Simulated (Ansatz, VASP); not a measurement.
## Two plane-wave programs on SrTe

```
Sr Te
1.0
     0.00000    3.37139    3.37139
     3.37139    0.00000    3.37139
     3.37139    3.37139    0.00000
Sr Te
1 1
Direct
  0.50000 0.50000 0.50000
  0.00000 0.00000 0.00000
```

Alike in both runs: task single point; functional BLYP; k mesh 6 × 6 × 6; occupations gaussian, width 0.05 eV; no spin polarisation.

|  | VASP | Ansatz |
| --- | --- | --- |
| version | VASP 6.6.1 | Ansatz 0.2.0 |
| potentials or method | VASP PAW PBE potentials, release 64 (Sr_sv, Te), cutoff 500 eV | scalar-relativistic, plane waves, PAW |
| valence electrons in the cell | 16 | 26 |

Ansatz gave:

```
gap on the k mesh at the Fermi level (eV) : 1.95
least direct gap on the mesh (eV)         : 2.64
pressure (GPa)                            : 1.3
```

Q: Estimate VASP's values.

A: gap on the k mesh at the Fermi level (eV): 1.91; least direct gap on the mesh (eV): 2.60; pressure (GPa): 1.5.

VASP's potentials were made for PBE, not for BLYP. With one functional, cell and mesh, what is left measures potentials, basis and numerics. VASP's potentials hold 16 valence electrons a cell and Ansatz's 26, so a difference there can come from the potentials and not from the codes.

Neither program's run includes spin-orbit coupling.
